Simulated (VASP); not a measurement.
# CuI (Fm-3m) in VASP: single point with PBEsol

Aim: the single point of CuI with PBEsol.

All numbers are computed with VASP 6.6.1; they aren't measurements. Logs are shortened: lines on timing, memory, paths and dates and some standing lists are left out, and cuts for length are marked.

## (1) The cell of the first run

It takes space group Fm-3m (No. 225, cubic). Conventional cell: a = 5.724 Å, b = 5.724 Å, c = 5.724 Å, α = 90.00°, β = 90.00°, γ = 90.00°. Within 3.8 Å of Cu (site symmetry m-3m) lie 6 I at 2.86 Å. Within 3.8 Å of I (site symmetry m-3m) lie 6 Cu at 2.86 Å.

## (2) Single point, PBEsol

INCAR reads:

```
SYSTEM = CuI
  ALGO = Normal
  EDIFF = 1E-7
  ENCUT = 520
  GGA = PS
  ISIF = 2
  ISMEAR = 0
  LASPH = .True.
  LCHARG = .False.
  LREAL = .False.
  LWAVE = .False.
  NBANDS = 16
  NELM = 80
  PREC = Accurate
  SIGMA = 0.15
```

KPOINTS reads:

```
k-points
0
Gamma
  14 14 14
  0 0 0
```

POSCAR reads:

```
CuI
1.0
    0.0000000000      2.8620890000      2.8620890000
    2.8620890000      0.0000000000      2.8620890000
    2.8620890000      2.8620890000      0.0000000000
Cu I
1 1
Direct
    0.0000000000      0.0000000000      0.0000000000
    0.5000000000      0.5000000000      0.5000000000
```

Potentials or basis: VASP PAW PBE potentials, release 64 (Cu, I).

Command:

```sh
cat potpaw_PBE.64/Cu/POTCAR potpaw_PBE.64/I/POTCAR > POTCAR
mpirun -np 1 vasp_std > vasp.out
```

OUTCAR:

```text
SYSTEM = CuI
   EDIFF = 1E-7
   ENCUT = 520
   GGA = PS
   ISIF = 2
   ISMEAR = 0
   LASPH = .True.
   LREAL = .False.
   NELM = 80
   PREC = Accurate

 ion  position               nearest neighbor table
   1  0.000  0.000  0.000-   2 2.86   2 2.86   2 2.86   2 2.86   2 2.86   2 2.86
   2  0.500  0.500  0.500-   1 2.86   1 2.86   1 2.86   1 2.86   1 2.86   1 2.86

  LATTYP: Found a face centered cubic cell.
 ALAT       =     5.7241780000

  Lattice vectors:

 A1 = (   0.0000000000,   2.8620890000,   2.8620890000)
 A2 = (   2.8620890000,   0.0000000000,   2.8620890000)
 A3 = (   2.8620890000,   2.8620890000,   0.0000000000)

Analysis of symmetry for initial positions (statically):
=====================================================================
 Subroutine PRICEL returns:
 Original cell was already a primitive cell.

 Routine SETGRP: Setting up the symmetry group for a
 face centered cubic supercell.

 Subroutine GETGRP returns: Found 48 space group operations
 (whereof 48 operations were pure point group operations)
 out of a pool of 48 trial point group operations.

The static configuration has the point symmetry O_h .

Analysis of symmetry for dynamics (positions and initial velocities):
=====================================================================
 Subroutine PRICEL returns:
 Original cell was already a primitive cell.

 Routine SETGRP: Setting up the symmetry group for a
 face centered cubic supercell.

 Subroutine GETGRP returns: Found 48 space group operations
 (whereof 48 operations were pure point group operations)
 out of a pool of 48 trial point group operations.

The dynamic configuration has the point symmetry O_h .

 Subroutine INISYM returns: Found 48 space group operations
 (whereof 48 operations are pure point group operations),
 and found     1 'primitive' translations

----------------------------------------------------------------------------------------

                                     Primitive cell

  volume of cell :      46.8899

  direct lattice vectors                    reciprocal lattice vectors
     0.000000000  2.862089000  2.862089000    -0.174697572  0.174697572  0.174697572
     2.862089000  0.000000000  2.862089000     0.174697572 -0.174697572  0.174697572
     2.862089000  2.862089000  0.000000000     0.174697572  0.174697572 -0.174697572

  length of vectors
     4.047605081  4.047605081  4.047605081     0.302585071  0.302585071  0.302585071

  position of ions in fractional coordinates (direct lattice)
     0.000000000  0.000000000  0.000000000
     0.500000000  0.500000000  0.500000000

  ion indices of the primitive-cell ions
   primitive index   ion index
                 1           1
                 2           2

----------------------------------------------------------------------------------------

 KPOINTS: k-points

Automatic generation of k-mesh.
 Grid dimensions read from file:
 generate k-points for:   14   14   14

 Generating k-lattice:

  Cartesian coordinates                     Fractional coordinates (reciprocal lattice)
    -0.012478398  0.012478398  0.012478398     0.071428571  0.000000000  0.000000000
     0.012478398 -0.012478398  0.012478398     0.000000000  0.071428571  0.000000000
     0.012478398  0.012478398 -0.012478398     0.000000000  0.000000000  0.071428571

  Length of vectors
     0.021613219  0.021613219  0.021613219

  Shift w.r.t. Gamma in fractional coordinates (k-lattice)
     0.000000000  0.000000000  0.000000000

 Subroutine IBZKPT returns following result:
 ===========================================

 Found    104 irreducible k-points:

 Following reciprocal coordinates:
            Coordinates               Weight
  0.000000  0.000000  0.000000      1.000000
  0.071429  0.000000  0.000000      8.000000
  0.142857  0.000000  0.000000      8.000000
  0.214286  0.000000  0.000000      8.000000
  0.285714  0.000000  0.000000      8.000000
  0.357143  0.000000  0.000000      8.000000
[... 16 lines left out ...]
  0.214286  0.142857  0.000000     24.000000
  0.285714  0.142857  0.000000     24.000000
 [... further k-points ...]
   k-points           NKPTS =    104   k-points in BZ     NKDIM =    104   number of bands    NBANDS=     16
   number of dos      NEDOS =    301   number of ions     NIONS =      2
   total plane-waves  NPLWV =  27000
   dimension x,y,z NGX =    30 NGY =   30 NGZ =   30
   dimension x,y,z NGXF=    60 NGYF=   60 NGZF=   60
   ions per type =               1   1
   NGX,Y,Z   is equivalent  to a cutoff of  12.32, 12.32, 12.32 a.u.
   NGXF,Y,Z  is equivalent  to a cutoff of  24.64, 24.64, 24.64 a.u.
 SYSTEM =  CuI
   PREC   = accura    normal or accurate (medium, high low for compatibility)
   ISTART =      0    job   : 0-new  1-cont  2-samecut
   ICHARG =      2    charge: 1-file 2-atom 10-const
   ISPIN  =      1    spin polarized calculation?
   LNONCOLLINEAR =      F non collinear calculations
   LSORBIT =      F    spin-orbit coupling
   LASPH  =      T    aspherical Exc in radial PAW
   ENCUT  =  520.0 eV  38.22 Ry    6.18 a.u.   7.53  7.53  7.53*2*pi/ulx,y,z
   NELM   =     80;   NELMIN=  2; NELMDL= -5     # of ELM steps
   EDIFF  = 0.1E-06   stopping-criterion for ELM
   LREAL  =      F    real-space projection
   EDIFFG = 0.1E-05   stopping-criterion for IOM
   NSW    =      0    number of steps for IOM
   IBRION =     -1    ionic relax: 0-MD 1-quasi-New 2-CG
   NFREE  =      0    steps in history (QN), initial steepest desc. (CG)
   ISIF   =      2    stress and relaxation
   ISYM   =      2    0-nonsym 1-usesym 2-fastsym
   POTIM  = 0.5000    time-step for ionic-motion
   TEBEG  =    0.0;   TEEND  =   0.0 temperature during run
   PSTRESS=    0.0 pullay stress
   NELECT =      18.0000    total number of electrons
   NUPDOWN=      -1.0000    fix difference up-down
   EMIN   =  10.00;   EMAX   =-10.00  energy-range for DOS
   EFERMI =   0.00;   METHOD = LEGACY
   ISMEAR =     0;   SIGMA  =   0.15  broadening in eV -4-tet -1-fermi 0-gaus
   EFERMI_NEDOS =   21; number of points for ismear=-14 and -15
   IALGO  =     38    algorithm
   IMIX   =      4    mixing-type and parameters
     AMIX     =   0.40;   BMIX     =  1.00
     AMIX_MAG =   1.60;   BMIX_MAG =  1.00
  volume/ion in A,a.u.               =      23.44       158.21
  Fermi-wavevector in a.u.,A,eV,Ry     =   1.189796  2.248389 19.260607  1.415615
  Thomas-Fermi vector in A             =   2.325895
   LORBIT       =      0    0 simple, 1 ext, 2 COOP (PROOUT), +10 PAW based schemes
   GGA     = PS    functional components
   LHFCALC =     F    Hartree Fock is set to
   AEXX    =    0.0000 exact exchange contribution
   IVDW    =     0    specifies the selected vdW correction
   LEPSILON=     F    determine dielectric tensor
   LRPA    =     F    only Hartree local field effects (RPA)
 non-spin polarized calculation
 Gauss-broadening in eV      SIGMA  =   0.15
  energy-cutoff  :      520.00
  volume of cell :       46.89
 maximum number of plane-waves:      1291
   NGX = 15   NGY = 15   NGZ = 15

 number of electron      18.0000005 magnetization

 Free energy of the ion-electron system (eV)
  ---------------------------------------------------
  ext. energy  EPLUGINS =         0.00000000
  ---------------------------------------------------
  free energy    TOTEN  =        -5.89438015 eV

  energy without entropy =       -5.88820222  energy(sigma->0) =       -5.89129119

 E-fermi :   6.0731     XC(G=0): -10.1997

 val. band max:        6.0586880587   @ k =   0.5000   0.0000   0.0000
 cond. band min:       6.1890899438   @ k =   0.5000   0.4286   0.0714
 fundamental gap:      0.1304018851
 Fermi energy:         6.0730523598

 k-point     1 :       0.0000    0.0000    0.0000
  band No.  band energies     occupation
      1      -8.2370      2.00000
      2       4.0794      2.00000
      3       4.0794      2.00000
      4       4.0980      2.00000
      5       4.0980      2.00000
      6       4.0980      2.00000
[... 8 lines left out ...]
     15      14.7026      0.00000
     16      14.7026      0.00000

 k-point     2 :       0.0714    0.0000    0.0000
  band No.  band energies     occupation
      1      -8.1984      2.00000
      2       3.6780      2.00000
      3       3.7927      2.00000
      4       3.7927      2.00000
      5       4.1061      2.00000
      6       4.1061      2.00000
[... 8 lines left out ...]
     15      14.2696      0.00000
     16      14.6114      0.00000

 k-point     3 :       0.1429    0.0000    0.0000
  band No.  band energies     occupation
      1      -8.0865      2.00000
      2       2.7879      2.00000
      3       3.4495      2.00000
      4       3.4495      2.00000
      5       4.1359      2.00000
      6       4.1359      2.00000
[... 8 lines left out ...]
     15      14.1459      0.00000
     16      14.3626      0.00000

 k-point     4 :       0.2143    0.0000    0.0000
  band No.  band energies     occupation
      1      -7.9141      2.00000
      2       1.8343      2.00000
      3       3.1437      2.00000
      4       3.1437      2.00000
      5       4.1799      2.00000
      6       4.1799      2.00000
[... 8 lines left out ...]
     15      14.5797      0.00000
     16      14.5797      0.00000
[... 324 lines left out ...]
 k-point    22 :       0.1429    0.1429    0.0000
  band No.  band energies     occupation
      1      -8.0383      2.00000
      2       2.5511      2.00000
      3       3.5845      2.00000
      4       3.5845      2.00000
      5       4.0483      2.00000
      6       4.1011      2.00000
[... 8 lines left out ...]
     15      15.9164      0.00000
     16      15.9164      0.00000

 k-point    23 :       0.2143    0.1429    0.0000
  band No.  band energies     occupation
      1      -7.9126      2.00000
      2       2.0388      2.00000
      3       3.2784      2.00000
      4       3.3510      2.00000
      5       4.0603      2.00000
      6       4.1492      2.00000
[... 8 lines left out ...]
     15      15.9319      0.00000
     16      16.0568      0.00000

 k-point    24 :       0.2857    0.1429    0.0000
  band No.  band energies     occupation
      1      -7.7374      2.00000
      2       1.4036      2.00000
      3       2.9055      2.00000
      4       3.0757      2.00000
      5       4.1029      2.00000
      6       4.2207      2.00000
[... 8 lines left out ...]
     15      16.1058      0.00000
     16      16.2657      0.00000

 [... further k-points ...]
[... 5 lines left out ...]
  --------------------------------------------------------------------------------------
  -------------------------------------------------------------------------------------
  Total       -0.9845550     -0.9845550     -0.9845550      0.0000000      0.0000000      0.0000000
  in kB      -33.6411760    -33.6411760    -33.6411760      0.0000000      0.0000000      0.0000000
  external PRESSURE =     -33.6411760 kB  Pullay stress =       0.0000000 kB

 VOLUME and BASIS-vectors are now :
 -----------------------------------------------------------------------------
  energy-cutoff  :      520.00
  volume of cell :       46.89
      direct lattice vectors                 reciprocal lattice vectors
     0.000000000  2.862089000  2.862089000    -0.174697572  0.174697572  0.174697572
     2.862089000  0.000000000  2.862089000     0.174697572 -0.174697572  0.174697572
     2.862089000  2.862089000  0.000000000     0.174697572  0.174697572 -0.174697572

 POSITION                                       TOTAL-FORCE (eV/Angst)
 -----------------------------------------------------------------------------------
      0.00000      0.00000      0.00000        -0.000000      0.000000     -0.000000
      2.86209      2.86209      2.86209         0.000000     -0.000000      0.000000
 -----------------------------------------------------------------------------------
    total drift:                               -0.000000      0.000000      0.000000

  FREE ENERGIE OF THE ION-ELECTRON SYSTEM (eV)
  ---------------------------------------------------
  free  energy   TOTEN  =        -5.8943801493 eV

  energy  without entropy=       -5.8882022216  energy(sigma->0) =       -5.89129119
```

Run time: 52 s. Hardware: 1 thread of AMD EPYC 9R45 (Zen 5), shared host; peak memory 0.2 GiB.

What came out:

* Free energy: -5.8944 eV
* Pressure: -3.4 GPa
* Band gap on the k mesh: zero (band 9 reaches 6.06 eV, above the bottom of band 10 at 5.56 eV)

Levels at points of the mesh, in eV from the Fermi level:
```tsv
k point	band 7	band 8	band 9	band 10	band 11	band 12
(0.00, 0.00, 0.00)	-1.80	-1.80	-1.80	0.79	7.29	7.29
(0.50, 0.00, 0.00)	-1.66	-0.01	-0.01	2.68	4.35	4.35
(0.50, 0.50, 0.00)	-1.67	-1.67	-1.57	-0.51	4.34	9.95
```

Caveat: the PAW data sets were made with another functional, which shifts forces and pressure a little; spin-orbit coupling is left out, which moves the levels of the heavy elements; semilocal functionals often make such compounds metallic where correlation or magnetic order opens a gap, which also shifts bond lengths.
